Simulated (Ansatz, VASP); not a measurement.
One calculation of LuTlBi2O4, two programs

POSCAR

```
LuTlBi2O4
1.0
    3.9049240000      0.0000000000      0.0000000000
    0.0000000000      3.9049240000      0.0000000000
    0.0000000000      0.0000000000      9.0453040000
Tl Lu O Bi
1 1 4 2
Direct
    0.0000000000      0.0000000000      0.5000000000
    0.0000000000      0.0000000000      0.0000000000
    0.5000000000      0.0000000000      0.8480000000
    0.0000000000      0.5000000000      0.8480000000
    0.5000000000      0.0000000000      0.1520000000
    0.0000000000      0.5000000000      0.1520000000
    0.5000000000      0.5000000000      0.7193000000
    0.5000000000      0.5000000000      0.2807000000
```

File INCAR.step1:

```
  PREC = Accurate
  ENCUT = 520
  ISMEAR = 1
  SIGMA = 0.1186
  LREAL = F
  LASPH = T
  NELM = 100
  NBANDS = 56
  GGA = PE
  ALGO = Normal
  EDIFF = 1E-4
  LWAVE = T
  LCHARG = F
```

Contents of INCAR.step2:

```
  PREC = Accurate
  ENCUT = 520
  EDIFF = 1E-7
  ISMEAR = 1
  SIGMA = 0.1186
  LREAL = F
  LASPH = T
  NELM = 100
  ALGO = Normal
  ISIF = 2
  LWAVE = F
  LCHARG = F
  METAGGA = R2SCAN
  LMIXTAU = T
  NBANDS = 56
  ISTART = 1
```

KPOINTS

```
Automatic mesh
0
Gamma
  7 7 3
```

Input for Ansatz:

```yaml
crystal:
  lattice:
    - [3.904924, 0.0, 0.0]
    - [0.0, 3.904924, 0.0]
    - [0.0, 0.0, 9.045304]
  atoms:
    - { symbol: Tl, position: [0.0, 0.0, 0.5] }
    - { symbol: Lu, position: [0.0, 0.0, 0.0] }
    - { symbol: O, position: [0.5, 0.0, 0.848] }
    - { symbol: O, position: [0.0, 0.5, 0.848] }
    - { symbol: O, position: [0.5, 0.0, 0.152] }
    - { symbol: O, position: [0.0, 0.5, 0.152] }
    - { symbol: Bi, position: [0.5, 0.5, 0.7193] }
    - { symbol: Bi, position: [0.5, 0.5, 0.2807] }
  symmetry: { tolerance: 0.0003 }
kpoints:
  mp_grid: { grid: [7, 7, 3], shift: [0, 0, 0] }
  band_path:
    path:
      - [0.0, 0.0, 0.0]
      - [0.0, 0.5, 0.0]
      - [0.5, 0.5, 0.0]
      - [0.0, 0.0, 0.0]
      - [0.0, 0.0, 0.5]
      - [0.0, 0.5, 0.5]
      - [0.5, 0.5, 0.5]
      - [0.0, 0.0, 0.5]
      - [0.0, 0.5, 0.0]
      - [0.0, 0.5, 0.5]
      - [0.5, 0.5, 0.0]
    npoints: 6
magnetization:
  spin_polarized: false
scf:
  occupations: { method: cold, width: 0.1186 }
  lower_state_search: "off"
  max_iter: 200
hamiltonian:
  pseudopotentials: { kind: paw }
  xc: r2scan
basis:
  ecutwfc: 500
  fft_grid_basis: typed
output:
  forces: true
  stress: true
  eigenvalues: true
  bader: true
  populations: true
  elf: true
  write_potential: true
  volumetric_format: npy
  dos:
    e_range: [-12, 8]
    de: 0.05
    projected: { site_lists: { Bi: [Bi], Lu: [Lu], O: [O], Tl: [Tl] } }
checkpoint:
  read: saved_state
```

Alike in both runs: task single point; functional r2SCAN; k mesh 7 × 7 × 3; no spin polarisation.

|  | VASP | Ansatz |
| --- | --- | --- |
| version | VASP 6.6.1 | Ansatz 0.2.0 |
| potentials or method | VASP PAW PBE potentials, release 64 (Tl_d, Lu, O, Bi_d), cutoff 520 eV | PAW plane waves |
| occupations | methfessel-paxton of order 1, width 0.1186 eV | cold, width 0.1186 eV |
| valence electrons in the cell | 92 | 92 |

VASP gave:

| Property | Result |
| --- | --- |
| pressure (GPa) | -1.7 |
| traceless stress, the component that is largest in VASP (GPa) | -0.01 |
| rms of the force components (eV/Å) | 0.298 |

Which values does Ansatz return?

Pressure (GPa): -2.4; traceless stress, the component that is largest in VASP (GPa): 0.30; rms of the force components (eV/Å): 0.329.

VASP's potentials were made for PBE, not for r2SCAN. Atom by atom the forces differ by 0.032 eV/Å (rms over components).

Neither program's run includes spin-orbit coupling.
